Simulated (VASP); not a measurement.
The system is WC.

```
W C
1.0
     0.00000    2.19268    2.19268
     2.19268    0.00000    2.19268
     2.19268    2.19268    0.00000
W C
1 1
Cartesian
  0.0000 0.0000 0.0000
  2.1927 2.1927 2.1927
```

| Quantity | Value |
| --- | --- |
| Program | VASP 6.6.1 |
| Task | relaxation of cell and atoms |
| Functional | LDA |
| Potentials or basis | VASP PAW LDA potentials, release 64 (W_sv, C) |
| Cutoff | 600 eV |
| k mesh | 17 × 17 × 17 |
| Occupations | fermi-dirac, width 0.1 eV |
| Spin | no spin polarisation |

At the start: pressure -13.8 GPa; volume 10.54 Å³/atom.

How do energy, volume and symmetry change on relaxing?

Over 4 steps the energy falls by 17.1 meV/atom and the volume is 10.16 Å³/atom (-3.6 %); space group Fm-3m (No. 225, to 0.05 Å).

Step by step:
```
step  energy change (eV)  largest force (eV/Å)  pressure (GPa)  volume (Å³)
   1              0.0000                0.0000          -13.81        21.08
   2              0.2263                0.0000           48.28        18.43
   3             -0.0341                0.0000           -0.52        20.34
   4             -0.0342                0.0000           -0.11        20.32
```

Final structure:
```
CELL_PARAMETERS angstrom
0.00000 2.16589 2.16589
2.16589 0.00000 2.16589
2.16589 2.16589 0.00000
ATOMIC_POSITIONS crystal
W 0.00000 0.00000 0.00000
C 0.50000 0.50000 0.50000
```
